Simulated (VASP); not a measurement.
# TaN (P-6m2) in VASP: a series of runs

Runs on TaN. Level: LDA. Tasks: single point, relaxation of cell and atoms.

Program: VASP 6.6.1. These are calculated values, not measurements. Logs are shortened: lines on timing, memory, paths and dates and some standing lists are left out, and cuts for length are marked.

### Step 1. The cell of the first run

It takes space group P-6m2 (No. 187, hexagonal). The conventional cell has a = 2.907 Å, b = 2.907 Å, c = 2.851 Å, α = 90.00°, β = 90.00°, γ = 120.00°. Ta (site symmetry -6m2) has 6 N at 2.20 Å and 2 Ta at 2.85 Å within 2.9 Å. Within 2.9 Å of N (site symmetry -6m2) lie 6 Ta at 2.20 Å and 2 N at 2.85 Å.

### Step 2. Single point, LDA

INCAR

```
  ALGO = Normal
  EDIFF = 1E-7
  ENCUT = 520
  ISIF = 2
  ISMEAR = -1
  LASPH = T
  LCHARG = T
  LELF = T
  LREAL = F
  LVHAR = T
  LWAVE = F
  NBANDS = 15
  NELM = 80
  PREC = Accurate
  SIGMA = 0.02
```

KPOINTS

```
k-points
0
Gamma
  10 10 9
```

POSCAR

```
TaN
1.0
    2.9066889559      0.0000000000      0.0000000000
   -1.4533444779      2.5172664767      0.0000000000
    0.0000000000      0.0000000000      2.8511691592
Ta N
1 1
Direct
    0.3333333333      0.6666666667      0.5000000000
    0.0000000000      0.0000000000      0.0000000000
```

Potentials or basis: VASP PAW LDA potentials, release 64 (Ta_pv, N).

On the command line:

```console
$ cat potpaw_LDA.64/Ta_pv/POTCAR potpaw_LDA.64/N/POTCAR > POTCAR
$ mpirun -np 1 vasp_std > vasp.out
```

OUTCAR:

```text
EDIFF = 1E-7
   ENCUT = 520
   ISIF = 2
   ISMEAR = -1
   LASPH = T
   LREAL = F
   NELM = 80
   PREC = Accurate

 ion  position               nearest neighbor table
   1  0.333  0.667  0.500-   2 2.20   2 2.20   2 2.20   2 2.20   2 2.20   2 2.20
   2  0.000  0.000  0.000-   1 2.20   1 2.20   1 2.20   1 2.20   1 2.20   1 2.20

  LATTYP: Found a hexagonal cell.
 ALAT       =     2.9066889559
 C/A-ratio  =     0.9808992990

  Lattice vectors:

 A1 = (   2.9066889559,   0.0000000000,   0.0000000000)
 A2 = (  -1.4533444779,   2.5172664767,   0.0000000000)
 A3 = (   0.0000000000,   0.0000000000,   2.8511691592)

Analysis of symmetry for initial positions (statically):
=====================================================================
 Subroutine PRICEL returns:
 Original cell was already a primitive cell.

 Routine SETGRP: Setting up the symmetry group for a
 hexagonal supercell.

 Subroutine GETGRP returns: Found 12 space group operations
 (whereof 12 operations were pure point group operations)
 out of a pool of 24 trial point group operations.

The static configuration has the point symmetry D_3h.

Analysis of symmetry for dynamics (positions and initial velocities):
=====================================================================
 Subroutine PRICEL returns:
 Original cell was already a primitive cell.

 Routine SETGRP: Setting up the symmetry group for a
 hexagonal supercell.

 Subroutine GETGRP returns: Found 12 space group operations
 (whereof 12 operations were pure point group operations)
 out of a pool of 24 trial point group operations.

The dynamic configuration has the point symmetry D_3h.

 Subroutine INISYM returns: Found 12 space group operations
 (whereof 12 operations are pure point group operations),
 and found     1 'primitive' translations

----------------------------------------------------------------------------------------

                                     Primitive cell

  volume of cell :      20.8618

  direct lattice vectors                    reciprocal lattice vectors
     2.906688956  0.000000000  0.000000000     0.344034059  0.198628157  0.000000000
    -1.453344478  2.517266477  0.000000000     0.000000000  0.397256313  0.000000000
     0.000000000  0.000000000  2.851169159     0.000000000  0.000000000  0.350733311

  length of vectors
     2.906688956  2.906688956  2.851169159     0.397256313  0.397256313  0.350733311

  position of ions in fractional coordinates (direct lattice)
     0.333333333  0.666666667  0.500000000
     0.000000000  0.000000000  0.000000000

  ion indices of the primitive-cell ions
   primitive index   ion index
                 1           1
                 2           2

----------------------------------------------------------------------------------------

 KPOINTS: k-points

Automatic generation of k-mesh.
 Grid dimensions read from file:
 generate k-points for:   10   10    9

 Generating k-lattice:

  Cartesian coordinates                     Fractional coordinates (reciprocal lattice)
     0.034403406  0.019862816  0.000000000     0.100000000  0.000000000  0.000000000
     0.000000000  0.039725631  0.000000000     0.000000000  0.100000000  0.000000000
     0.000000000  0.000000000  0.038970368     0.000000000  0.000000000  0.111111111

  Length of vectors
     0.039725631  0.039725631  0.038970368

  Shift w.r.t. Gamma in fractional coordinates (k-lattice)
     0.000000000  0.000000000  0.000000000

 Subroutine IBZKPT returns following result:
 ===========================================

 Found     70 irreducible k-points:

 Following reciprocal coordinates:
            Coordinates               Weight
  0.000000  0.000000  0.000000      1.000000
  0.100000  0.000000  0.000000      6.000000
  0.200000  0.000000  0.000000      6.000000
  0.300000  0.000000  0.000000      6.000000
  0.400000  0.000000  0.000000      6.000000
  0.500000  0.000000  0.000000      3.000000
[... 16 lines left out ...]
  0.300000  0.100000  0.111111     24.000000
  0.400000  0.100000  0.111111     24.000000
 [... further k-points ...]
   k-points           NKPTS =     70   k-points in BZ     NKDIM =     70   number of bands    NBANDS=     15
   number of dos      NEDOS =    301   number of ions     NIONS =      2
   total plane-waves  NPLWV =  13824
   dimension x,y,z NGX =    24 NGY =   24 NGZ =   24
   dimension x,y,z NGXF=    48 NGYF=   48 NGZF=   48
   ions per type =               1   1
   NGX,Y,Z   is equivalent  to a cutoff of  13.73, 13.73, 13.99 a.u.
   NGXF,Y,Z  is equivalent  to a cutoff of  27.45, 27.45, 27.99 a.u.
 SYSTEM =  unknown system
   PREC   = accura    normal or accurate (medium, high low for compatibility)
   ISTART =      0    job   : 0-new  1-cont  2-samecut
   ICHARG =      2    charge: 1-file 2-atom 10-const
   ISPIN  =      1    spin polarized calculation?
   LNONCOLLINEAR =      F non collinear calculations
   LSORBIT =      F    spin-orbit coupling
   LASPH  =      T    aspherical Exc in radial PAW
   ENCUT  =  520.0 eV  38.22 Ry    6.18 a.u.   5.40  5.40  5.30*2*pi/ulx,y,z
   NELM   =     80;   NELMIN=  2; NELMDL= -5     # of ELM steps
   EDIFF  = 0.1E-06   stopping-criterion for ELM
   LREAL  =      F    real-space projection
   EDIFFG = 0.1E-05   stopping-criterion for IOM
   NSW    =      0    number of steps for IOM
   IBRION =     -1    ionic relax: 0-MD 1-quasi-New 2-CG
   NFREE  =      0    steps in history (QN), initial steepest desc. (CG)
   ISIF   =      2    stress and relaxation
   ISYM   =      2    0-nonsym 1-usesym 2-fastsym
   POTIM  = 0.5000    time-step for ionic-motion
   TEBEG  =    0.0;   TEEND  =   0.0 temperature during run
   PSTRESS=    0.0 pullay stress
   NELECT =      16.0000    total number of electrons
   NUPDOWN=      -1.0000    fix difference up-down
   EMIN   =  10.00;   EMAX   =-10.00  energy-range for DOS
   EFERMI =   0.00;   METHOD = LEGACY
   ISMEAR =    -1;   SIGMA  =   0.02  broadening in eV -4-tet -1-fermi 0-gaus
   EFERMI_NEDOS =   21; number of points for ismear=-14 and -15
   IALGO  =     38    algorithm
   IMIX   =      4    mixing-type and parameters
     AMIX     =   0.40;   BMIX     =  1.00
     AMIX_MAG =   1.60;   BMIX_MAG =  1.00
  volume/ion in A,a.u.               =      10.43        70.39
  Fermi-wavevector in a.u.,A,eV,Ry     =   1.498527  2.831805 30.553015  2.245583
  Thomas-Fermi vector in A             =   2.610275
   LORBIT       =      0    0 simple, 1 ext, 2 COOP (PROOUT), +10 PAW based schemes
   GGA     = CA    functional components
   LHFCALC =     F    Hartree Fock is set to
   AEXX    =    0.0000 exact exchange contribution
   IVDW    =     0    specifies the selected vdW correction
   LEPSILON=     F    determine dielectric tensor
   LRPA    =     F    only Hartree local field effects (RPA)
 non-spin polarized calculation
  energy-cutoff  :      520.00
  volume of cell :       20.86
 maximum number of plane-waves:       580
 NGX is ok and might be reduce to    24
   NGX = 11   NGY = 11   NGZ = 11

 number of electron      16.0000000 magnetization

 Free energy of the ion-electron system (eV)
  ---------------------------------------------------
  ext. energy  EPLUGINS =         0.00000000
  ---------------------------------------------------
  free energy    TOTEN  =       -24.71790355 eV

  energy without entropy =      -24.71790148  energy(sigma->0) =      -24.71790252

 E-fermi :   8.5010     XC(G=0): -13.7582

 val. band max:        8.3547826470   @ k =   0.0000   0.0000   0.4444
 cond. band min:       8.6509609971   @ k =   0.0000   0.0000   0.3333
 fundamental gap:      0.2961783502
 Fermi energy:         8.5009754638

 k-point     1 :       0.0000    0.0000    0.0000
  band No.  band energies     occupation
      1     -26.0811      2.00000
      2     -25.7985      2.00000
      3     -25.7985      2.00000
      4      -9.3253      2.00000
      5       3.7670      2.00000
      6       3.7670      2.00000
      7       4.1072      2.00000
      8       5.5517      2.00000
      9      11.0721      0.00000
     10      12.1944      0.00000
     11      12.1944      0.00000
     12      12.5797      0.00000
     13      12.5797      0.00000
     14      20.9614      0.00000
     15      21.8939      0.00000

 k-point     2 :       0.1000    0.0000    0.0000
  band No.  band energies     occupation
      1     -26.0654      2.00000
      2     -25.9214      2.00000
      3     -25.8245      2.00000
      4      -9.1028      2.00000
      5       3.1732      2.00000
      6       3.9344      2.00000
      7       4.4103      2.00000
      8       5.2388      2.00000
      9      11.7086      0.00000
     10      11.8580      0.00000
     11      12.2273      0.00000
     12      12.4686      0.00000
     13      12.8613      0.00000
     14      20.9632      0.00000
     15      21.8345      0.00000

 k-point     3 :       0.2000    0.0000    0.0000
  band No.  band energies     occupation
      1     -26.2314      2.00000
      2     -26.0241      2.00000
      3     -25.8919      2.00000
      4      -8.5141      2.00000
      5       2.0488      2.00000
      6       4.3561      2.00000
      7       4.5333      2.00000
      8       5.0132      2.00000
      9      10.9255      0.00000
     10      12.1904      0.00000
     11      12.4138      0.00000
     12      13.3967      0.00000
     13      13.3999      0.00000
     14      20.9679      0.00000
     15      21.8149      0.00000
[... 343 lines left out ...]
 k-point    23 :       0.3000    0.1000    0.1111
  band No.  band energies     occupation
      1     -26.7204      2.00000
      2     -26.0632      2.00000
      3     -26.0566      2.00000
      4      -7.2509      2.00000
      5       0.7345      2.00000
      6       3.0826      2.00000
      7       4.3971      2.00000
      8       6.1373      2.00000
      9      10.4343      0.00000
     10      11.8921      0.00000
     11      13.2482      0.00000
     12      14.2733      0.00000
     13      16.5998      0.00000
     14      20.9702      0.00000
     15      21.9311      0.00000

 k-point    24 :       0.4000    0.1000    0.1111
  band No.  band energies     occupation
      1     -26.8956      2.00000
      2     -26.1175      2.00000
      3     -26.0283      2.00000
      4      -6.8508      2.00000
      5       0.2644      2.00000
      6       2.9352      2.00000
      7       4.2343      2.00000
      8       6.1279      2.00000
      9      11.1221      0.00000
     10      12.2073      0.00000
     11      13.2281      0.00000
     12      14.4765      0.00000
     13      17.8817      0.00000
     14      20.7088      0.00000
     15      21.0460      0.00000

 [... further k-points ...]

------------------------ aborting loop because EDIFF is reached ----------------------------------------

  FORCE on cell =-STRESS in cart. coord.  units (eV):
  Direction    XX          YY          ZZ          XY          YZ          ZX
  --------------------------------------------------------------------------------------
  -------------------------------------------------------------------------------------
  Total        0.2546066      0.2546066      0.2905484      0.0000000     -0.0000000      0.0000000
  in kB       19.5537234     19.5537234     22.3140487      0.0000000     -0.0000000      0.0000000
  external PRESSURE =      20.4738318 kB  Pullay stress =       0.0000000 kB

 VOLUME and BASIS-vectors are now :
 -----------------------------------------------------------------------------
  energy-cutoff  :      520.00
  volume of cell :       20.86
      direct lattice vectors                 reciprocal lattice vectors
     2.906688956  0.000000000  0.000000000     0.344034059  0.198628157  0.000000000
    -1.453344478  2.517266477  0.000000000     0.000000000  0.397256313  0.000000000
     0.000000000  0.000000000  2.851169159     0.000000000  0.000000000  0.350733311

 POSITION                                       TOTAL-FORCE (eV/Angst)
 -----------------------------------------------------------------------------------
     -0.00000      1.67818      1.42558         0.000000      0.000000      0.000000
      0.00000      0.00000      0.00000        -0.000000      0.000000      0.000000
 -----------------------------------------------------------------------------------
    total drift:                                0.000000     -0.000000     -0.000000

  FREE ENERGIE OF THE ION-ELECTRON SYSTEM (eV)
  ---------------------------------------------------
  free  energy   TOTEN  =       -24.7179035527 eV

  energy  without entropy=      -24.7179014780  energy(sigma->0) =      -24.71790252
```

Wall time 9.3 s (1 thread of Intel Xeon Platinum 8488C (Sapphire Rapids), shared host); peak memory 0.14 GiB.

What came out:

* Free energy: -24.7179 eV
* Pressure: 2.0 GPa
* Band gap on the k mesh: zero (band 8 reaches 8.65 eV, above the bottom of band 9 at 8.35 eV)

Stress tensor (GPa, compression positive):
```
1.96 0.00 0.00
0.00 1.96 0.00
0.00 0.00 2.23
```

Caveat: spin-orbit coupling is left out, which moves the levels of the heavy elements.

### Step 3. Single point, LDA

INCAR

```
ALGO     = Normal         # electronic algorithm
EDIFF    = 1E-6           # SCF threshold, eV
ENCUT    = 520            # plane-wave cutoff, eV
GGA      = CA             # functional
ISIF     = 2              # what is computed and relaxed
ISMEAR   = -1             # smearing method
LASPH    = True           # aspherical terms in the spheres
LCHARG   = False          # write CHGCAR
LREAL    = False          # projectors in reciprocal space
LWAVE    = False          # write WAVECAR
NBANDS   = 15             # bands
NELM     = 100            # most SCF steps
PREC     = Accurate       # precision mode
SIGMA    = 0.02           # smearing width, eV
```

KPOINTS is that of step 2.

POSCAR is that of step 2.

Potentials or basis: VASP PAW LDA potentials, release 64 (Ta_pv, N).

On the command line:

```console
$ cat potpaw_LDA.64/Ta_pv/POTCAR potpaw_LDA.64/N/POTCAR > POTCAR
$ mpirun -np 1 vasp_std > vasp.out
```

Wall time 8.3 s (1 thread of Intel Xeon Platinum 8488C (Sapphire Rapids), shared host); peak memory 0.14 GiB.

Results (log left out):

| Quantity | Value |
| --- | --- |
| Free energy | -24.7179 eV |
| Pressure | 2.1 GPa |
| Band gap on the k mesh | zero (band 8 reaches 8.65 eV, above the bottom of band 9 at 8.35 eV) |

Stress tensor (GPa, compression positive):
```
1.97 0.00 0.00
0.00 1.97 0.00
0.00 0.00 2.23
```

Levels at points of the mesh, in eV from the Fermi level:
```
           k point  band 4  band 5  band 6  band 7  band 8  band 9  band 10  band 11  band 12  band 13
(0.00, 0.00, 0.00)  -17.83   -4.73   -4.73   -4.39   -2.95    2.57     3.69     3.69     4.08     4.08
(0.50, 0.00, 0.00)  -15.35   -8.46   -5.39   -3.66   -3.23    3.03     4.18     5.33     5.47     7.84
```

Caveat: spin-orbit coupling is left out, which moves the levels of the heavy elements.

### Step 4. Relaxation of cell and atoms, LDA

This run uses another cell than the first one, of 10.13 Å³/atom, 0.971 times its volume.

INCAR

```
PREC     = Accurate       # precision mode
ENCUT    = 600            # plane-wave cutoff, eV
EDIFF    = 1E-6           # SCF threshold, eV
ISMEAR   = -1             # smearing method
SIGMA    = 0.02           # smearing width, eV
LREAL    = False          # projectors in reciprocal space
LASPH    = True           # aspherical terms in the spheres
NELM     = 100            # most SCF steps
ALGO     = Normal         # electronic algorithm
ISIF     = 3              # what is computed and relaxed
LWAVE    = False          # write WAVECAR
LCHARG   = False          # write CHGCAR
GGA      = CA             # functional
IBRION   = 2              # ionic algorithm
NSW      = 100            # ionic steps
EDIFFG   = -0.005         # ionic threshold
```

KPOINTS

```
Automatic mesh
0
Gamma
  10 10 9
```

POSCAR

```
TaN
1.0
    2.8780239874      0.0000000000      0.0000000000
   -1.4390119937      2.4924418858      0.0000000000
    0.0000000000      0.0000000000      2.8241467514
Ta N
1 1
Direct
    0.3333333333      0.6666666667      0.5000000000
    0.0000000000      0.0000000000      0.0000000000
```

On the command line:

```console
$ cat potpaw_LDA.64/Ta_pv/POTCAR potpaw_LDA.64/N/POTCAR > POTCAR
$ mpirun -np 1 vasp_std > vasp.out
```

It took 32 s on 1 thread of Intel Xeon Platinum 8488C (Sapphire Rapids), shared host; peak memory 0.15 GiB.

The run converged. Its results:

- Free energy: -24.7185 eV
- Relaxed volume: 10.49 Å³/atom
- Relaxed cell: a = 2.912 Å, b = 2.912 Å, c = 2.856 Å, α = 90.00°, β = 90.00°, γ = 120.00°
- Space group after relaxing (to 0.05 Å): P-6m2 (No. 187)
- Energy gained by relaxing: 15.3 meV/atom
- Ionic steps: 9
- Pressure after relaxing: 0.0 GPa
- Band gap on the k mesh: zero (band 8 reaches 8.59 eV, above the bottom of band 9 at 8.30 eV)

The path:
```csv
step,energy change (eV),largest force (eV/Å),pressure (GPa),volume (Å³)
1,0.0000,0.0000,14.20,20.26
2,0.1705,0.0000,-28.98,23.01
3,-0.0305,0.0000,-0.45,21.00
4,-0.0306,0.0000,-0.06,20.97
5,-0.0305,0.0000,0.22,20.96
6,-0.0306,0.0000,0.17,20.96
7,-0.0306,0.0000,0.21,20.96
8,-0.0306,0.0000,-0.36,20.99
9,-0.0306,0.0000,-0.02,20.97
```

Final structure:
```
CELL_PARAMETERS angstrom
2.91173 0.00000 0.00000
-1.45587 2.52163 0.00000
0.00000 0.00000 2.85616
ATOMIC_POSITIONS crystal
Ta 0.33333 0.66667 0.50000
N 0.00000 0.00000 0.00000
```

Levels at points of the mesh, in eV from the Fermi level:
| k point | band 6 | band 7 | band 8 | band 9 | band 10 | band 11 |
| --- | --- | --- | --- | --- | --- | --- |
| (0.00, 0.00, 0.00) | -4.71 | -4.37 | -2.94 | 2.53 | 3.67 | 3.67 |
| (0.50, 0.00, 0.00) | -5.36 | -3.63 | -3.22 | 3.01 | 4.15 | 5.30 |

Caveat: spin-orbit coupling is left out, which moves the levels of the heavy elements.

[end of part 1 of 2]
